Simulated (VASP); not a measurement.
# NaBe2 (Fd-3m) in VASP: relaxation of cell and atoms with PBE

Aim: the relaxation of cell and atoms of NaBe2 with PBE.

Program: VASP 6.6.1. These are calculated values, not measurements. Logs are shortened: lines on timing, memory, paths and dates and some standing lists are left out, and cuts for length are marked.

## (1) The cell of the first run

It takes space group Fd-3m (No. 227, cubic). Conventional cell: a = 6.879 Å, b = 6.879 Å, c = 6.879 Å, α = 90.00°, β = 90.00°, γ = 90.00°. Within 3.8 Å of Na (site symmetry -43m) lie 12 Be at 2.85 Å and 4 Na at 2.98 Å. Within 3.2 Å of Be (site symmetry -3m) lie 6 Be at 2.43 Å and 6 Na at 2.85 Å.

## (2) Relaxation of cell and atoms, PBE

The input, INCAR:

```
PREC = Accurate ; ENCUT = 600
EDIFF = 1E-6 ; ISMEAR = 0
SIGMA = 0.1 ; LREAL = False
LASPH = True ; NELM = 80
ALGO = Fast ; ISIF = 3
LWAVE = False ; LCHARG = False
GGA = PE ; IBRION = 2
NSW = 100 ; EDIFFG = -0.01
```

The input, KPOINTS:

```
Automatic mesh
0
Gamma
  10 10 10
```

The input, POSCAR:

```
NaBe2
1.0
    0.0000000000      3.4396184759      3.4396184759
    3.4396184759      0.0000000000      3.4396184759
    3.4396184759      3.4396184759      0.0000000000
Na Be
2 4
Direct
    0.5000000000      0.5000000000      0.5000000000
    0.7500000000      0.7500000000      0.7500000000
    0.1250000000      0.1250000000      0.1250000000
    0.6250000000      0.1250000000      0.1250000000
    0.1250000000      0.1250000000      0.6250000000
    0.1250000000      0.6250000000      0.1250000000
```

Potentials or basis: VASP PAW PBE potentials, release 64 (Na_pv, Be).

The run is started by

```console
> cat potpaw_PBE.64/Na_pv/POTCAR potpaw_PBE.64/Be/POTCAR > POTCAR
> mpirun -np 1 vasp_std > vasp.out
```

OUTCAR:

```text
PREC = Accurate
   ENCUT = 600
   EDIFF = 1E-6
   ISMEAR = 0
   LREAL = False
   LASPH = True
   NELM = 80
   ISIF = 3
   GGA = PE
   IBRION = 2
   NSW = 100
   EDIFFG = -0.01

 ion  position               nearest neighbor table
   1  0.500  0.500  0.500-
   2  0.750  0.750  0.750-
   3  0.125  0.125  0.125-
   4  0.625  0.125  0.125-
   5  0.125  0.125  0.625-
   6  0.125  0.625  0.125-

  LATTYP: Found a face centered cubic cell.
 ALAT       =     6.8792369518

  Lattice vectors:

 A1 = (   0.0000000000,   3.4396184759,   3.4396184759)
 A2 = (   3.4396184759,   0.0000000000,   3.4396184759)
 A3 = (   3.4396184759,   3.4396184759,   0.0000000000)

Analysis of symmetry for initial positions (statically):
=====================================================================
 Subroutine PRICEL returns:
 Original cell was already a primitive cell.

 Routine SETGRP: Setting up the symmetry group for a
 face centered cubic supercell.

 Subroutine GETGRP returns: Found 48 space group operations
 (whereof 24 operations were pure point group operations)
 out of a pool of 48 trial point group operations.

The static configuration has the point symmetry T_d .
 The point group associated with its full space group is O_h .

Analysis of symmetry for dynamics (positions and initial velocities):
=====================================================================
 Subroutine PRICEL returns:
 Original cell was already a primitive cell.

 Routine SETGRP: Setting up the symmetry group for a
 face centered cubic supercell.

 Subroutine GETGRP returns: Found 48 space group operations
 (whereof 24 operations were pure point group operations)
 out of a pool of 48 trial point group operations.

The dynamic configuration has the point symmetry T_d .
 The point group associated with its full space group is O_h .

 Subroutine INISYM returns: Found 48 space group operations
 (whereof 24 operations are pure point group operations),
 and found     1 'primitive' translations

----------------------------------------------------------------------------------------

                                     Primitive cell

  volume of cell :      81.3881

  direct lattice vectors                    reciprocal lattice vectors
[... 170 lines left out ...]
      0.85990      0.85990      0.85990        -0.000000      0.000000      0.000000
      0.85990      2.57971      2.57971        -0.000000      0.000000      0.000000
      2.57971      2.57971      0.85990        -0.000000      0.000000      0.000000
      2.57971      0.85990      2.57971        -0.000000      0.000000      0.000000
 -----------------------------------------------------------------------------------
    total drift:                               -0.000000     -0.000000      0.000000

  FREE ENERGIE OF THE ION-ELECTRON SYSTEM (eV)
  ---------------------------------------------------
  free  energy   TOTEN  =       -14.2433220475 eV

  energy  without entropy=      -14.2337521924  energy(sigma->0) =      -14.23853712

--------------------------------------- Ionic step        2  -------------------------------------------

 number of electron      21.9999990 magnetization

 Free energy of the ion-electron system (eV)
  ---------------------------------------------------
  ext. energy  EPLUGINS =         0.00000000
  ---------------------------------------------------
  free energy    TOTEN  =       -14.24340681 eV

  energy without entropy =      -14.23383049  energy(sigma->0) =      -14.23861865

 E-fermi :   2.9346     XC(G=0):  -9.1668

 val. band max:        2.9241399436   @ k =   0.4000   0.2000   0.1000
 cond. band min:       2.9434740669   @ k =  -0.3000   0.1000   0.0000
 fundamental gap:      0.0193341234
 Fermi energy:         2.9345625463

 k-point     1 :       0.0000    0.0000    0.0000
  band No.  band energies     occupation
      1     -20.2626      2.00000
      2     -20.2626      2.00000
      3     -20.2626      2.00000
      4     -20.1790      2.00000
      5     -20.1790      2.00000
      6     -20.1790      2.00000
      7      -4.2852      2.00000
      8       0.6749      2.00000
      9       2.5618      2.00000
     10       2.5618      2.00000
     11       2.5618      2.00000
     12       4.7314      0.00000
     13       4.7314      0.00000
     14       5.0355      0.00000
[... 401 lines left out ...]
      2     -20.2839      2.00000
      3     -20.2432      2.00000
      4     -20.2039      2.00000
      5     -20.1597      2.00000
      6     -20.1590      2.00000
      7      -3.0227      2.00000
      8      -0.8450      2.00000
      9       0.8298      2.00000
     10       1.4498      2.00000
     11       1.9414      2.00000
     12       2.5525      2.00000
     13       5.8602      0.00000
     14       6.6476      0.00000
     15       7.5351      0.00000

 [... further k-points ...]

------------------------ aborting loop because EDIFF is reached ----------------------------------------

  FORCE on cell =-STRESS in cart. coord.  units (eV):
  Direction    XX          YY          ZZ          XY          YZ          ZX
  --------------------------------------------------------------------------------------
  -------------------------------------------------------------------------------------
  Total       -0.0004023     -0.0004023     -0.0004023      0.0000000      0.0000000     -0.0000000
  in kB       -0.0079048     -0.0079048     -0.0079048      0.0000000      0.0000000     -0.0000000
  external PRESSURE =      -0.0079048 kB  Pullay stress =       0.0000000 kB

 VOLUME and BASIS-vectors are now :
 -----------------------------------------------------------------------------
  energy-cutoff  :      600.00
  volume of cell :       81.55
      direct lattice vectors                 reciprocal lattice vectors
     0.000000000  3.441851573  3.441851573    -0.145270646  0.145270646  0.145270646
     3.441851573  0.000000000  3.441851573     0.145270646 -0.145270646  0.145270646
     3.441851573  3.441851573 -0.000000000     0.145270646  0.145270646 -0.145270646

 POSITION                                       TOTAL-FORCE (eV/Angst)
 -----------------------------------------------------------------------------------
      3.44185      3.44185      3.44185        -0.000000     -0.000000     -0.000000
      5.16278      5.16278      5.16278         0.000000      0.000000      0.000000
      0.86046      0.86046      0.86046         0.000000     -0.000000     -0.000000
      0.86046      2.58139      2.58139         0.000000     -0.000000     -0.000000
      2.58139      2.58139      0.86046         0.000000     -0.000000     -0.000000
      2.58139      0.86046      2.58139         0.000000     -0.000000     -0.000000
 -----------------------------------------------------------------------------------
    total drift:                               -0.000000     -0.000000      0.000000

  FREE ENERGIE OF THE ION-ELECTRON SYSTEM (eV)
  ---------------------------------------------------
  free  energy   TOTEN  =       -14.2434068065 eV

  energy  without entropy=      -14.2338304925  energy(sigma->0) =      -14.23861865

 reached required accuracy - stopping structural energy minimisation
```

CONTCAR:

```text
NaBe2
   1.00000000000000
     0.0000000000000000    3.4418515726436136    3.4418515726436136
     3.4418515726436136    0.0000000000000000    3.4418515726436136
     3.4418515726436136    3.4418515726436136   -0.0000000000000000
  Na              Be
     2     4
Direct
     0.5000000000000000    0.5000000000000000    0.5000000000000000
     0.7500000000000000    0.7500000000000000    0.7500000000000000
     0.1250000000000000    0.1250000000000000    0.1250000000000000
     0.6250000000000000    0.1250000000000000    0.1250000000000000
     0.1250000000000000    0.1250000000000000    0.6250000000000000
     0.1250000000000000    0.6250000000000000    0.1250000000000000

  0.00000000E+00  0.00000000E+00  0.00000000E+00
  0.00000000E+00  0.00000000E+00  0.00000000E+00
  0.00000000E+00  0.00000000E+00  0.00000000E+00
  0.00000000E+00  0.00000000E+00  0.00000000E+00
  0.00000000E+00  0.00000000E+00  0.00000000E+00
  0.00000000E+00  0.00000000E+00  0.00000000E+00
```

Run time: 2 min. Hardware: 1 thread of Intel Xeon Platinum 8488C (Sapphire Rapids), shared host; peak memory 0.27 GiB.

What came out:

- Free energy: -14.2434 eV
- Relaxed volume: 13.59 Å³/atom
- Relaxed cell: a = 4.868 Å, b = 4.868 Å, c = 4.868 Å, α = 60.00°, β = 60.00°, γ = 60.00°
- Space group after relaxing (to 0.1 Å): Fd-3m (No. 227)
- Energy gained by relaxing: 0.0 meV/atom
- Ionic steps: 2
- Pressure after relaxing: 0.0 GPa
- Band gap on the k mesh: zero (bands 11 and 12 overlap by 1.81 eV)

Final structure:
```
CELL_PARAMETERS angstrom
0.00000 3.44185 3.44185
3.44185 0.00000 3.44185
3.44185 3.44185 0.00000
ATOMIC_POSITIONS crystal
Na 0.50000 0.50000 0.50000
Na 0.75000 0.75000 0.75000
Be 0.12500 0.12500 0.12500
Be 0.62500 0.12500 0.12500
Be 0.12500 0.12500 0.62500
Be 0.12500 0.62500 0.12500
```

Levels at points of the mesh, in eV from the Fermi level:
| k point | band 8 | band 9 | band 10 | band 11 | band 12 | band 13 | band 14 | band 15 |
| --- | --- | --- | --- | --- | --- | --- | --- | --- |
| (0.00, 0.00, 0.00) | -2.26 | -0.37 | -0.37 | -0.37 | 1.80 | 1.80 | 2.10 | 2.10 |
| (0.50, 0.00, 0.00) | -4.76 | -1.80 | -0.11 | -0.11 | 0.14 | 0.14 | 4.46 | 4.47 |
| (0.50, 0.50, 0.00) | -4.90 | -1.72 | -1.72 | -1.37 | -1.37 | 4.73 | 4.73 | 4.94 |
